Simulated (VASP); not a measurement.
Input of a VASP 6.6.1 run:

INCAR

```
SYSTEM = Al2Cu
PREC = Accurate
ENCUT = 520
EDIFF = 1E-7
ISMEAR = 0
SIGMA = 0.1
LREAL = .False.
LASPH = .True.
NELM = 100
ALGO = Normal
ISIF = 2
LWAVE = .False.
LCHARG = .True.
LELF = .True.
LVHAR = .True.
NBANDS = 16
```

File KPOINTS:

```
Automatic mesh
0
Gamma
  10 10 14
  0 0 0
```

Contents of POSCAR:

```
Al2Cu
1.0
    4.1051820000      0.0000000000      0.0000000000
    0.0000000000      4.1051820000      0.0000000000
    0.0000000000      0.0000000000      2.8913130000
Al Cu
2 1
Direct
    0.5000000000      0.0000000000      0.5000000000
    0.0000000000      0.5000000000      0.5000000000
    0.0000000000      0.0000000000      0.0000000000
```

Potentials or basis: VASP PAW LDA potentials, release 64 (Al, Cu).

Launch:

```bash
$ cat potpaw_LDA.64/Al/POTCAR potpaw_LDA.64/Cu/POTCAR > POTCAR
$ mpirun -np 1 vasp_std > vasp.out
```

**Question.** Predict the pressure.

**Answer.** -4.9 GPa.

Stress tensor (GPa, compression positive):
```
-4.59  0.00  0.00
 0.00 -4.59  0.00
 0.00  0.00 -5.50
```
